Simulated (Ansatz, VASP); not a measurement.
# Sb2TeO2: VASP beside Ansatz

File INCAR:

```
PREC     = Accurate       # precision mode
ENCUT    = 520            # plane-wave cutoff, eV
EDIFF    = 1E-7           # SCF threshold, eV
ISMEAR   = 0              # smearing method
SIGMA    = 0.1            # smearing width, eV
LREAL    = F              # projectors in reciprocal space
LASPH    = T              # aspherical terms in the spheres
NELM     = 80             # most SCF steps
ALGO     = Normal         # electronic algorithm
ISIF     = 2              # what is computed and relaxed
LWAVE    = F              # write WAVECAR
LCHARG   = T              # write CHGCAR
GGA      = PE             # functional
LELF     = T              # ELF
LVHAR    = T            
NBANDS   = 22             # bands
```

KPOINTS

```
Automatic mesh
0
Gamma
  6 6 6
```

File POSCAR:

```
Sb2TeO2
1.0
   -2.2097023900      2.2097023900      5.1424814400
    2.2097023900     -2.2097023900      5.1424814400
    2.2097023900      2.2097023900     -5.1424814400
Sb Te O
2 1 2
Direct
    0.7500000000      0.2500000000      0.5000000000
    0.2500000000      0.7500000000      0.5000000000
    0.0000000000      0.0000000000      0.0000000000
    0.6118986600      0.6118986600      0.0000000000
    0.3881013400      0.3881013400      0.0000000000
```

Input for Ansatz:

```yaml
crystal:
  lattice:
    - [-2.20970239, 2.20970239, 5.14248144]
    - [2.20970239, -2.20970239, 5.14248144]
    - [2.20970239, 2.20970239, -5.14248144]
  atoms:
    - { symbol: Sb, position: [0.75, 0.25, 0.5] }
    - { symbol: Sb, position: [0.25, 0.75, 0.5] }
    - { symbol: Te, position: [0.0, 0.0, 0.0] }
    - { symbol: O, position: [0.61189866, 0.61189866, 0.0] }
    - { symbol: O, position: [0.38810134, 0.38810134, 0.0] }
basis:
  ecutwfc: 420
kpoints:
  mp_grid: { grid: [6, 6, 6] }
hamiltonian:
  xc: pbe
scf:
  occupations: { method: gaussian, width: 0.1 }
  lower_state_search: "off"
output:
  forces: true
  stress: true
  eigenvalues: true
```

Change from the starting cell: species swapped into the CaP2Pd2 type (I4/mmm, No. 139).

Alike in both runs: task single point; functional PBE; k mesh 6 × 6 × 6; occupations gaussian, width 0.1 eV; no spin polarisation.

|  | VASP | Ansatz |
| --- | --- | --- |
| version | VASP 6.6.1 | Ansatz 0.2.0 |
| potentials or method | VASP PAW PBE potentials, release 64 (Sb, Te, O), cutoff 520 eV | scalar-relativistic, plane waves, PAW |
| valence electrons in the cell | 28 | 58 |

```tsv
	VASP	Ansatz	Ansatz less VASP
gap on the k mesh at the Fermi level (eV)	none	none	-
pressure (GPa)	-3.7	-3.4	+0.32
traceless stress, the component that is largest in VASP (GPa)	-10.57	-10.62	-0.054
rms of the force components (eV/Å)	1.057	1.054	-0.0036
```

Atom by atom the forces differ by 0.004 eV/Å (rms over components). A gap of «none» marks a metal or a gap that the smearing closes. VASP's potentials hold 28 valence electrons a cell and Ansatz's 58, so a difference there can come from the potentials and not from the codes.

Spin-orbit coupling is off throughout.
